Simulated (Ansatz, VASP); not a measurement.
## LiCl in VASP and in Ansatz

```
CELL_PARAMETERS angstrom
-2.09116 3.63912 0.00010
0.00011 -0.00001 5.28172
6.26765 3.63574 0.00018
ATOMIC_POSITIONS crystal
Li 0.49885 0.25090 0.16644
Li 0.99993 0.24694 0.66628
Li 0.99991 0.74932 0.33354
Li 0.50123 0.75057 0.83369
Cl 0.50051 0.75033 0.16719
Cl 0.00204 0.75081 0.66728
Cl 0.99808 0.25058 0.33288
Cl 0.49945 0.25056 0.83271
```

Change from the starting cell: hexagonal BN type (P6_3/mmc, No. 194); cell x2, atoms moved at random (sigma 0.05 Å) and cell strained at random (1.5 %), then relaxed without symmetry.

Alike in both runs: functional PBE; k mesh 4 × 4 × 4; occupations gaussian, width 0.1 eV; no spin polarisation.

Ansatz relaxed the structure, and its values are those at the end. VASP's run is a single point on that final structure, the one shown.

```csv
,VASP,Ansatz
version,VASP 6.6.1,Ansatz 0.2.0
potentials or method,"VASP PAW PBE potentials, release 64 (Li_sv, Cl), cutoff 520 eV","scalar-relativistic, plane waves, PAW"
valence electrons in the cell,40,40
```

Ansatz gave:

* gap on the k mesh at the Fermi level (eV): 5.58
* least direct gap on the mesh (eV): 5.58

**Question.** What did VASP give for the same quantities?

**Answer.** gap on the k mesh at the Fermi level (eV): 5.59; least direct gap on the mesh (eV): 5.59.

Noted on VASP's run: the cutoff is short for stress, so the pressure is rough.
